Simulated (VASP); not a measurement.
# CuI (Marshite) (F-43m) in VASP: notebook, part 3 of 3

VASP 6.6.1. The steps go on from the part before.

**6. Vibrations by perturbation theory, LDA**

This run uses another cell than the first one, of 22.88 Å³/atom, 0.909 times its volume.

Contents of INCAR:

```
ALGO = Normal
EDIFF = 1E-8
ENCUT = 520
GGA = CA
IBRION = 8
ISIF = 2
ISMEAR = 0
LASPH = True
LCHARG = False
LREAL = False
LWAVE = False
NBANDS = 16
NELM = 100
NSW = 1
PREC = Accurate
SIGMA = 0.01
```

Contents of KPOINTS:

```
k-points
0
Gamma
  6 6 6
```

Contents of POSCAR:

```
CuI
1.0
    2.8389847690      2.8389847690      0.0000000000
   -2.8389847690      2.8389847690      0.0000000000
    0.0000000000      2.8389847690      2.8389847690
Cu I
1 1
Direct
    0.7500000000      0.2500000000      0.5000000000
    0.0000000000      0.0000000000      0.0000000000
```

Potentials or basis: VASP PAW LDA potentials, release 64 (Cu, I).

On the command line:

```bash
cat potpaw_LDA.64/Cu/POTCAR potpaw_LDA.64/I/POTCAR > POTCAR
mpirun -np 1 vasp_std > vasp.out
```

OUTCAR:

```text
EDIFF = 1E-8
   ENCUT = 520
   GGA = CA
   IBRION = 8
   ISIF = 2
   ISMEAR = 0
   LASPH = True
   LREAL = False
   NELM = 100
   NSW = 1
   PREC = Accurate

 ion  position               nearest neighbor table
   1  0.750  0.250  0.500-   2 2.46   2 2.46   2 2.46   2 2.46
   2  0.000  0.000  0.000-   1 2.46   1 2.46   1 2.46   1 2.46

  LATTYP: Found a face centered cubic cell.
 ALAT       =     5.6779695380

  Lattice vectors:

 A1 = (   0.0000000000,   2.8389847690,   2.8389847690)
 A2 = (   2.8389847690,   0.0000000000,   2.8389847690)
 A3 = (   2.8389847690,   2.8389847690,   0.0000000000)

Analysis of symmetry for initial positions (statically):
=====================================================================
 Subroutine PRICEL returns:
 Original cell was already a primitive cell.

 Routine SETGRP: Setting up the symmetry group for a
 face centered cubic supercell.

 Subroutine GETGRP returns: Found 24 space group operations
 (whereof 24 operations were pure point group operations)
 out of a pool of 48 trial point group operations.

The static configuration has the point symmetry T_d .

Analysis of symmetry for dynamics (positions and initial velocities):
=====================================================================
 Subroutine PRICEL returns:
 Original cell was already a primitive cell.

 Routine SETGRP: Setting up the symmetry group for a
 face centered cubic supercell.

 Subroutine GETGRP returns: Found 24 space group operations
 (whereof 24 operations were pure point group operations)
 out of a pool of 48 trial point group operations.

The dynamic configuration has the point symmetry T_d .

 Subroutine INISYM returns: Found 24 space group operations
 (whereof 24 operations are pure point group operations),
 and found     1 'primitive' translations

----------------------------------------------------------------------------------------

                                     Primitive cell

  volume of cell :      45.7635

  direct lattice vectors                    reciprocal lattice vectors
     2.838984769  2.838984769  0.000000000     0.176119296  0.176119296 -0.176119296
    -2.838984769  2.838984769  0.000000000    -0.176119296  0.176119296 -0.176119296
     0.000000000  2.838984769  2.838984769     0.000000000  0.000000000  0.352238593

  length of vectors
     4.014930764  4.014930764  4.014930764     0.305047570  0.305047570  0.352238593

  position of ions in fractional coordinates (direct lattice)
     0.750000000  0.250000000  0.500000000
     0.000000000  0.000000000  0.000000000

  ion indices of the primitive-cell ions
   primitive index   ion index
                 1           1
[... 114 lines left out ...]

 E-fermi :   6.7089     XC(G=0): -10.2082

 val. band max:        6.5909199676   @ k =   0.0000   0.0000   0.0000
 cond. band min:       8.1926993159   @ k =   0.0000   0.0000   0.0000
 fundamental gap:      1.6017793483
 Fermi energy:         6.7089437832

 k-point     1 :       0.0000    0.0000    0.0000
  band No.  band energies     occupation
      1      -8.6159      2.00000
      2       1.8960      2.00000
      3       1.8960      2.00000
      4       1.8960      2.00000
      5       3.6878      2.00000
      6       3.6878      2.00000
[... 283 lines left out ...]
      5       3.5735      2.00000
      6       3.6322      2.00000
[... 8 lines left out ...]
     15      19.0453      0.00000
     16      19.4708      0.00000

------------------------ aborting loop because EDIFF is reached ----------------------------------------

  FORCE on cell =-STRESS in cart. coord.  units (eV):
  Direction    XX          YY          ZZ          XY          YZ          ZX
  --------------------------------------------------------------------------------------
  -------------------------------------------------------------------------------------
  Total        2.0299167      2.0299167      2.0299167      0.0000000      0.0000000     -0.0000000
  in kB       71.0672676     71.0672676     71.0672676      0.0000000      0.0000000     -0.0000000
  external PRESSURE =      71.0672676 kB  Pullay stress =       0.0000000 kB

 VOLUME and BASIS-vectors are now :
 -----------------------------------------------------------------------------
  energy-cutoff  :      520.00
  volume of cell :       45.76
      direct lattice vectors                 reciprocal lattice vectors
     2.838984769  2.838984769  0.000000000     0.176119296  0.176119296 -0.176119296
    -2.838984769  2.838984769  0.000000000    -0.176119296  0.176119296 -0.176119296
     0.000000000  2.838984769  2.838984769     0.000000000  0.000000000  0.352238593

 POSITION                                       TOTAL-FORCE (eV/Angst)
 -----------------------------------------------------------------------------------
      1.41949      4.25848      1.41949        -0.000000      0.000000      0.000000
      0.00000      0.00000      0.00000         0.000000     -0.000000      0.000000
 -----------------------------------------------------------------------------------
    total drift:                               -0.000001      0.000000     -0.000000

  FREE ENERGIE OF THE ION-ELECTRON SYSTEM (eV)
  ---------------------------------------------------
  free  energy   TOTEN  =        -6.8973077981 eV

  energy  without entropy=       -6.8973077981  energy(sigma->0) =       -6.89730780

[... ionic steps 2 to 3 ...]

--------------------------------------- Ionic step        4  -------------------------------------------

------------------------ aborting loop because EDIFF is reached ----------------------------------------

[... ionic steps 5 to 6 ...]

--------------------------------------- Ionic step        7  -------------------------------------------

 Free energy of the ion-electron system (eV)
  ---------------------------------------------------
  ---------------------------------------------------
  free energy    TOTEN  =        -0.07669397 eV

  energy without entropy =       -0.07669397

------------------------ aborting loop because EDIFF is reached ----------------------------------------

 INTERNAL STRAIN TENSOR  FOR ION    2  DIRECTION 1   (eV/Angst):
 -----------------------------------------------------------------------------
     0.03479  0.00000  0.00000
     0.00000 -0.05101 -8.84134
     0.00000 -8.84134 -0.05101

 INTERNAL STRAIN TENSOR FOR ION    2 for displacements in x,y,z  (eV/Angst):
          X           Y           Z          XY          YZ          ZX
  --------------------------------------------------------------------------------
  x     0.00000     0.00000     0.00000     0.00000    -8.84134     0.00000
  y     0.00000     0.00000     0.00000     0.00000     0.00000    -8.84134
  z     0.00000     0.00000     0.00000    -8.84134     0.00000     0.00000

 SECOND DERIVATIVES (NOT SYMMETRIZED)
 ------------------------------------
               1X          1Y          1Z          2X          2Y          2Z
  1X    -5.982771   -0.000000    0.000000    5.982771    0.000000   -0.000000
  1Y     0.000000   -5.982771   -0.000000   -0.000000    5.982771    0.000000
  1Z     0.000000   -0.000000   -5.982771   -0.000000    0.000000    5.982771
  2X     5.957048    0.000000    0.000000   -5.957048    0.000000    0.000000
  2Y     0.000000    5.957048    0.000000    0.000000   -5.957048    0.000000
  2Z     0.000000    0.000000    5.957048    0.000000    0.000000   -5.957048

 Eigenvectors and eigenvalues of the dynamical matrix
 ----------------------------------------------------

   1 f  =    5.872177 THz    36.895975 2PiTHz  195.874735 cm-1    24.285361 meV
             X         Y         Z           dx          dy          dz
      1.419492  4.258477  1.419492    -0.816881   -0.000000   -0.000000
      0.000000  0.000000  0.000000     0.576806   -0.000000    0.000000
[... 21 lines left out ...]
   6 f/i=    0.005961 THz     0.037453 2PiTHz    0.198833 cm-1     0.024652 meV
             X         Y         Z           dx          dy          dz
      1.419492  4.258477  1.419492     0.000000   -0.000000   -0.576806
      0.000000  0.000000  0.000000     0.000000    0.000000   -0.816881

--------------------------------------------------------------------------------------------------------

 ELASTIC MODULI CONTR FROM IONIC RELAXATION (kBar)
 Direction    XX          YY          ZZ          XY          YZ          ZX
 --------------------------------------------------------------------------------
 XX          -0.0000      0.0000      0.0000     -0.0000      0.0000      0.0000
 YY           0.0000     -0.0000      0.0000     -0.0000     -0.0000      0.0000
 ZZ           0.0000      0.0000     -0.0000      0.0000     -0.0000      0.0000
 XY          -0.0000     -0.0000      0.0000   -473.4046      0.0000     -0.0000
 YZ           0.0000     -0.0000     -0.0000      0.0000   -473.4046     -0.0000
 ZX           0.0000      0.0000      0.0000     -0.0000     -0.0000   -473.4046
 --------------------------------------------------------------------------------
```

OSZICAR:

```text
N       E                     dE             d eps       ncg     rms          rms(c)
DAV:   1     0.919174626071E+02    0.91917E+02   -0.76988E+03   520   0.127E+03
DAV:   2    -0.160601183404E+01   -0.93523E+02   -0.85630E+02   544   0.243E+02
DAV:   3    -0.716335890534E+01   -0.55573E+01   -0.54855E+01   680   0.623E+01
DAV:   4    -0.730503230427E+01   -0.14167E+00   -0.14163E+00   616   0.906E+00
[... 47 lines left out ...]
RMM:  10    -0.766946892986E-01   -0.11368E-07   -0.14376E-07  2703   0.250E-04    0.912E-05
RMM:  11    -0.766940556223E-01    0.63368E-06    0.19081E-08  2717   0.121E-04    0.303E-05
RMM:  12    -0.766940238309E-01    0.31791E-07   -0.59348E-09  2805   0.389E-05    0.208E-05
RMM:  13    -0.766939837940E-01    0.40037E-07    0.34852E-09  2635   0.159E-05    0.216E-06
RMM:  14    -0.766939703347E-01    0.13459E-07    0.10706E-09  2800   0.738E-06    0.382E-07
RMM:  15    -0.766939723451E-01   -0.20104E-08    0.57617E-10  2328   0.400E-06    0.214E-07
 Linear response finished
```

Wall time 67 s (1 thread of AMD EPYC 9R45 (Zen 5), shared host); peak memory 0.2 GiB.

Results:

* Highest phonon frequency at Γ, LO-TO splitting left out: 196 cm⁻¹

Phonon frequencies in cm⁻¹ (negative: imaginary):
| q point | frequencies |
| --- | --- |
| (0.000, 0.000, 0.000) | 0 0 0 196 196 196 |

Caveat: the k points lie up to 0.37 Å⁻¹ apart; the cell wasn't relaxed at this level first, which shifts response properties; spin-orbit coupling is left out, which moves the levels of the heavy elements.
